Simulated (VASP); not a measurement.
# Cu (Fmmm) in VASP: further runs

Cu is run at these levels: PBEsol; tasks: single point.

Program: VASP 6.6.1. These are calculated values, not measurements. Logs are shortened: lines on timing, memory, paths and dates and some standing lists are left out, and cuts for length are marked.

### Step 1. The cell of the first run

It takes space group Fmmm (No. 69, orthorhombic). Conventional cell: a = 3.344 Å, b = 3.615 Å, c = 3.886 Å, α = 90.00°, β = 90.00°, γ = 90.00°. Within 3.3 Å of Cu (site symmetry mmm) lie 12 Cu at 2.46 to 2.65 Å.

### Step 2. Single point, PBEsol (strain -0.0750 x Voigt [1, -1, 0, 0, 0, 0])

INCAR

```
PREC = Accurate
ENCUT = 520
EDIFF = 1E-7
ISMEAR = 0
SIGMA = 0.15
LREAL = F
LASPH = T
NELM = 60
ALGO = Fast
ISIF = 2
LWAVE = F
LCHARG = F
GGA = PS
NBANDS = 12
```

KPOINTS

```
regular mesh
0
Gamma
  22 22 22
```

POSCAR

```
Cu
1.0
    0.0000000000      1.9430625000      1.8075000000
    1.6719375000      0.0000000000      1.8075000000
    1.6719375000      1.9430625000      0.0000000000
Cu
1
Direct
    0.0000000000      0.0000000000      0.0000000000
```

Potentials or basis: VASP PAW PBE potentials, release 64 (Cu).

Run with:

```sh
$ cat potpaw_PBE.64/Cu/POTCAR > POTCAR
$ mpirun -np 1 vasp_std > vasp.out
```

OUTCAR:

```text
PREC = Accurate
   ENCUT = 520
   EDIFF = 1E-7
   ISMEAR = 0
   LREAL = F
   LASPH = T
   NELM = 60
   ISIF = 2
   GGA = PS

 ion  position               nearest neighbor table
   1  0.000  0.000  0.000-

  LATTYP: Found a face centered orthorhombic cell.
 ALAT       =     3.3438750000
 B/A-ratio  =     1.0810810811
 C/A-ratio  =     1.1621621622

  Lattice vectors:

 A1 = (   0.0000000000,   1.9430625000,  -1.8075000000)
 A2 = (   1.6719375000,   1.9430625000,   0.0000000000)
 A3 = (   1.6719375000,   0.0000000000,  -1.8075000000)

Analysis of symmetry for initial positions (statically):
=====================================================================
 Subroutine PRICEL returns:
 Original cell was already a primitive cell.

 Routine SETGRP: Setting up the symmetry group for a
 face centered orthorhombic supercell.

 Subroutine GETGRP returns: Found  8 space group operations
 (whereof  8 operations were pure point group operations)
 out of a pool of  8 trial point group operations.

The static configuration has the point symmetry D_2h.

Analysis of symmetry for dynamics (positions and initial velocities):
=====================================================================
 Subroutine PRICEL returns:
 Original cell was already a primitive cell.

 Routine SETGRP: Setting up the symmetry group for a
 face centered orthorhombic supercell.

 Subroutine GETGRP returns: Found  8 space group operations
 (whereof  8 operations were pure point group operations)
 out of a pool of  8 trial point group operations.

The dynamic configuration has the point symmetry D_2h.

 Subroutine INISYM returns: Found  8 space group operations
 (whereof  8 operations are pure point group operations),
 and found     1 'primitive' translations

----------------------------------------------------------------------------------------

                                     Primitive cell

  volume of cell :      11.7440

  direct lattice vectors                    reciprocal lattice vectors
     0.000000000  1.943062500  1.807500000    -0.299054241  0.257325742  0.276625173
     1.671937500  0.000000000  1.807500000     0.299054241 -0.257325742  0.276625173
     1.671937500  1.943062500  0.000000000     0.299054241  0.257325742 -0.276625173

  length of vectors
     2.653779970  2.462200490  2.563370220     0.481841741  0.481841741  0.481841741

  position of ions in fractional coordinates (direct lattice)
     0.000000000  0.000000000  0.000000000

  ion indices of the primitive-cell ions
   primitive index   ion index
                 1           1

----------------------------------------------------------------------------------------

 KPOINTS: regular mesh

Automatic generation of k-mesh.
 Grid dimensions read from file:
 generate k-points for:   22   22   22

 Generating k-lattice:

  Cartesian coordinates                     Fractional coordinates (reciprocal lattice)
    -0.013593375  0.011696625  0.012573871     0.045454545  0.000000000  0.000000000
     0.013593375 -0.011696625  0.012573871     0.000000000  0.045454545  0.000000000
     0.013593375  0.011696625 -0.012573871     0.000000000  0.000000000  0.045454545

  Length of vectors
     0.021901897  0.021901897  0.021901897

  Shift w.r.t. Gamma in fractional coordinates (k-lattice)
     0.000000000  0.000000000  0.000000000

 Subroutine IBZKPT returns following result:
 ===========================================

 Found   1530 irreducible k-points:

 Following reciprocal coordinates:
            Coordinates               Weight
  0.000000  0.000000  0.000000      1.000000
  0.045455 -0.000000 -0.000000      8.000000
  0.090909 -0.000000 -0.000000      8.000000
  0.136364  0.000000 -0.000000      8.000000
  0.181818  0.000000 -0.000000      8.000000
  0.227273  0.000000 -0.000000      8.000000
[... 16 lines left out ...]
  0.500000  0.045455 -0.000000      8.000000
 -0.454545  0.045455  0.000000      8.000000
 [... further k-points ...]
   k-points           NKPTS =   1530   k-points in BZ     NKDIM =   1530   number of bands    NBANDS=     12
   number of dos      NEDOS =    301   number of ions     NIONS =      1
   total plane-waves  NPLWV =   7200
   dimension x,y,z NGX =    20 NGY =   18 NGZ =   20
   dimension x,y,z NGXF=    40 NGYF=   36 NGZF=   40
   ions per type =               1
   NGX,Y,Z   is equivalent  to a cutoff of  12.53, 12.15, 12.97 a.u.
   NGXF,Y,Z  is equivalent  to a cutoff of  25.06, 24.31, 25.94 a.u.
 SYSTEM =  unknown system
   PREC   = accura    normal or accurate (medium, high low for compatibility)
   ISTART =      0    job   : 0-new  1-cont  2-samecut
   ICHARG =      2    charge: 1-file 2-atom 10-const
   ISPIN  =      1    spin polarized calculation?
   LNONCOLLINEAR =      F non collinear calculations
   LSORBIT =      F    spin-orbit coupling
   LASPH  =      T    aspherical Exc in radial PAW
   ENCUT  =  520.0 eV  38.22 Ry    6.18 a.u.   4.93  4.58  4.77*2*pi/ulx,y,z
   NELM   =     60;   NELMIN=  2; NELMDL= -5     # of ELM steps
   EDIFF  = 0.1E-06   stopping-criterion for ELM
   LREAL  =      F    real-space projection
   EDIFFG = 0.1E-05   stopping-criterion for IOM
   NSW    =      0    number of steps for IOM
   IBRION =     -1    ionic relax: 0-MD 1-quasi-New 2-CG
   NFREE  =      0    steps in history (QN), initial steepest desc. (CG)
   ISIF   =      2    stress and relaxation
   ISYM   =      2    0-nonsym 1-usesym 2-fastsym
   POTIM  = 0.5000    time-step for ionic-motion
   TEBEG  =    0.0;   TEEND  =   0.0 temperature during run
   PSTRESS=    0.0 pullay stress
   NELECT =      11.0000    total number of electrons
   NUPDOWN=      -1.0000    fix difference up-down
   EMIN   =  10.00;   EMAX   =-10.00  energy-range for DOS
   EFERMI =   0.00;   METHOD = LEGACY
   ISMEAR =     0;   SIGMA  =   0.15  broadening in eV -4-tet -1-fermi 0-gaus
   EFERMI_NEDOS =   21; number of points for ismear=-14 and -15
   IALGO  =     68    algorithm
   IMIX   =      4    mixing-type and parameters
     AMIX     =   0.40;   BMIX     =  1.00
     AMIX_MAG =   1.60;   BMIX_MAG =  1.00
  volume/ion in A,a.u.               =      11.74        79.25
  Fermi-wavevector in a.u.,A,eV,Ry     =   1.601772  3.026910 34.908106  2.565673
  Thomas-Fermi vector in A             =   2.698698
   LORBIT       =      0    0 simple, 1 ext, 2 COOP (PROOUT), +10 PAW based schemes
   GGA     = PS    functional components
   LHFCALC =     F    Hartree Fock is set to
   AEXX    =    0.0000 exact exchange contribution
   IVDW    =     0    specifies the selected vdW correction
   LEPSILON=     F    determine dielectric tensor
   LRPA    =     F    only Hartree local field effects (RPA)
 non-spin polarized calculation
 RMM-DIIS sequential band-by-band and
 Gauss-broadening in eV      SIGMA  =   0.15
  energy-cutoff  :      520.00
  volume of cell :       11.74
 maximum number of plane-waves:       334
   NGX =  9   NGY =  9   NGZ =  9

 number of electron      11.0000009 magnetization

 Free energy of the ion-electron system (eV)
  ---------------------------------------------------
  ext. energy  EPLUGINS =         0.00000000
  ---------------------------------------------------
  free energy    TOTEN  =        -4.28140467 eV

  energy without entropy =       -4.27749161  energy(sigma->0) =       -4.27944814

 E-fermi :   7.4662     XC(G=0): -12.9398

 val. band max:        7.4659034286   @ k =   0.4091   0.4545   0.0455
 cond. band min:       7.4726124818   @ k =   0.5000   0.0000   0.1364
 fundamental gap:      0.0067090532
 Fermi energy:         7.4662430618

 k-point     1 :       0.0000    0.0000    0.0000
  band No.  band energies     occupation
      1      -1.9586      2.00000
      2       4.0737      2.00000
      3       4.4952      2.00000
      4       4.7979      2.00000
      5       4.9008      2.00000
      6       5.5258      2.00000
      7      30.4257      0.00000
      8      32.6153      0.00000
      9      32.8442      0.00000
     10      33.3004      0.00000
     11      35.2723      0.00000
     12      35.5045      0.00000

 k-point     2 :       0.0455   -0.0000   -0.0000
  band No.  band energies     occupation
      1      -1.8823      2.00000
      2       4.0831      2.00000
      3       4.4976      2.00000
      4       4.7964      2.00000
      5       4.9013      2.00000
      6       5.5157      2.00000
      7      29.9941      0.00000
      8      31.7900      0.00000
      9      32.4432      0.00000
     10      32.9300      0.00000
     11      35.6458      0.00000
     12      35.7809      0.00000

 k-point     3 :       0.0909   -0.0000   -0.0000
  band No.  band energies     occupation
      1      -1.6551      2.00000
      2       4.1057      2.00000
      3       4.4969      2.00000
      4       4.7976      2.00000
      5       4.9110      2.00000
      6       5.4881      2.00000
      7      28.2314      0.00000
      8      31.0496      0.00000
      9      31.8478      0.00000
     10      32.5051      0.00000
     11      35.2286      0.00000
     12      36.4974      0.00000

 k-point     4 :       0.1364    0.0000   -0.0000
  band No.  band energies     occupation
      1      -1.2825      2.00000
      2       4.1274      2.00000
      3       4.4742      2.00000
      4       4.8153      2.00000
      5       4.9490      2.00000
      6       5.4511      2.00000
      7      25.9009      0.00000
      8      30.4926      0.00000
      9      31.3000      0.00000
     10      32.1855      0.00000
     11      34.4344      0.00000
     12      37.4281      0.00000

 k-point     5 :       0.1818    0.0000   -0.0000
  band No.  band energies     occupation
      1      -0.7754      2.00000
      2       4.1364      2.00000
      3       4.4225      2.00000
      4       4.8483      2.00000
      5       5.0335      2.00000
      6       5.4190      2.00000
      7      23.5231      0.00000
      8      29.7601      0.00000
      9      30.8453      0.00000
     10      31.9926      0.00000
     11      33.7607      0.00000
     12      37.2470      0.00000
[... 228 lines left out ...]
      1       2.1111      2.00000
      2       4.1421      2.00000
      3       4.7018      2.00000
      4       4.9742      2.00000
      5       5.6923      2.00000
      6       5.9465      2.00000
      7      13.8043      0.00000
      8      26.2164      0.00000
      9      29.3065      0.00000
     10      30.8401      0.00000
     11      32.2798      0.00000
     12      35.1110      0.00000

 k-point    22 :       0.4545    0.0455   -0.0000
  band No.  band energies     occupation
      1       2.3223      2.00000
      2       4.1051      2.00000
      3       4.7053      2.00000
      4       5.3662      2.00000
      5       5.7776      2.00000
      6       6.3605      2.00000
      7      12.2977      0.00000
      8      25.9924      0.00000
      9      28.6839      0.00000
     10      30.8324      0.00000
     11      32.4837      0.00000
     12      34.9635      0.00000

 k-point    23 :       0.5000    0.0455   -0.0000
  band No.  band energies     occupation
      1       2.3957      2.00000
      2       4.0849      2.00000
      3       4.7041      2.00000
      4       5.5172      2.00000
      5       5.8340      2.00000
      6       6.7961      2.00000
      7      11.4047      0.00000
      8      25.9365      0.00000
      9      28.1893      0.00000
     10      30.8809      0.00000
     11      32.8013      0.00000
     12      34.8739      0.00000

 k-point    24 :      -0.4545    0.0455    0.0000
  band No.  band energies     occupation
      1       2.3807      2.00000
      2       4.0840      2.00000
      3       4.7180      2.00000
      4       5.4941      2.00000
      5       5.8199      2.00000
      6       6.6837      2.00000
      7      11.5942      0.00000
      8      26.0580      0.00000
      9      27.8404      0.00000
     10      30.9753      0.00000
     11      33.1348      0.00000
     12      34.9747      0.00000

 [... further k-points ...]

------------------------ aborting loop because EDIFF is reached ----------------------------------------

  FORCE on cell =-STRESS in cart. coord.  units (eV):
  Direction    XX          YY          ZZ          XY          YZ          ZX
  --------------------------------------------------------------------------------------
  -------------------------------------------------------------------------------------
  Total       -0.0958306     -0.6982038     -0.1489285      0.0000000      0.0000000      0.0000000
  in kB      -13.0737341    -95.2527819    -20.3176387      0.0000000      0.0000000      0.0000000
  external PRESSURE =     -42.8813849 kB  Pullay stress =       0.0000000 kB

 VOLUME and BASIS-vectors are now :
 -----------------------------------------------------------------------------
  energy-cutoff  :      520.00
  volume of cell :       11.74
      direct lattice vectors                 reciprocal lattice vectors
     0.000000000  1.943062500  1.807500000    -0.299054241  0.257325742  0.276625173
     1.671937500  0.000000000  1.807500000     0.299054241 -0.257325742  0.276625173
     1.671937500  1.943062500  0.000000000     0.299054241  0.257325742 -0.276625173

 POSITION                                       TOTAL-FORCE (eV/Angst)
 -----------------------------------------------------------------------------------
      0.00000      0.00000      0.00000        -0.000000      0.000000     -0.000000
 -----------------------------------------------------------------------------------
    total drift:                                0.000000      0.000000      0.000000

  FREE ENERGIE OF THE ION-ELECTRON SYSTEM (eV)
  ---------------------------------------------------
  free  energy   TOTEN  =        -4.2814046666 eV

  energy  without entropy=       -4.2774916090  energy(sigma->0) =       -4.27944814
```

It took 3 min on 1 thread of Intel Xeon Platinum 8259CL at 2.50GHz (Skylake/Cascade Lake), shared host; peak memory 0.31 GiB.

Results:

* Free energy: -4.2814 eV
* Pressure: -4.3 GPa

Caveat: the cell differs from its parent crystal (strain -0.0750 x Voigt [1, -1, 0, 0, 0, 0]); the PAW data sets were made with another functional, which shifts forces and pressure a little.

### Step 3. Single point, PBEsol (strain +0.0375 x Voigt [1, -1, 0, 0, 0, 0])

INCAR

```
ALGO = Fast
EDIFF = 1E-6
ENCUT = 520
GGA = PS
ISIF = 2
ISMEAR = 0
LASPH = T
LCHARG = F
LREAL = F
LWAVE = F
NBANDS = 12
NELM = 100
PREC = Accurate
SIGMA = 0.15
```

KPOINTS

```
k-points
0
Gamma
  22 22 22
```

POSCAR

```
Cu
1.0
    0.0000000000      1.7397187500      1.8075000000
    1.8752812500      0.0000000000      1.8075000000
    1.8752812500      1.7397187500      0.0000000000
Cu
1
Direct
    0.0000000000      0.0000000000      0.0000000000
```

Potentials or basis: VASP PAW PBE potentials, release 64 (Cu).

Run with:

```sh
$ cat potpaw_PBE.64/Cu/POTCAR > POTCAR
$ mpirun -np 1 vasp_std > vasp.out
```

Wall time 2.9 min (1 thread of Intel Xeon Platinum 8259CL at 2.50GHz (Skylake/Cascade Lake), shared host); peak memory 0.32 GiB.

It converged, with:

| Quantity | Value |
| --- | --- |
| Free energy | -4.2976 eV |
| Pressure | -5.5 GPa |

Stress tensor (GPa, compression positive):
```
-7.98  0.00  0.00
 0.00 -3.60  0.00
 0.00  0.00 -5.00
```

Levels at points of the mesh, in eV from the Fermi level:
```
           k point  band 2  band 3  band 4  band 5  band 6  band 7  band 8  band 9
(0.00, 0.00, 0.00)   -3.21   -3.01   -2.84   -2.36   -2.05   22.68   25.13   25.24
(0.50, 0.00, 0.00)   -3.22   -2.90   -1.69   -1.56   -1.03    3.77   20.03   21.69
(0.50, 0.50, 0.00)   -4.40   -1.66   -1.61   -1.37    1.45    7.10   13.05   13.20
(0.50, 0.00, 0.50)   -4.45   -1.65   -1.54   -1.41    2.31    8.13   12.14   12.23
(0.00, 0.50, 0.50)   -4.41   -1.63   -1.55   -1.45    0.70    6.15   13.94   13.99
```

Caveat: the cell differs from its parent crystal (strain +0.0375 x Voigt [1, -1, 0, 0, 0, 0]); the PAW data sets were made with another functional, which shifts forces and pressure a little.
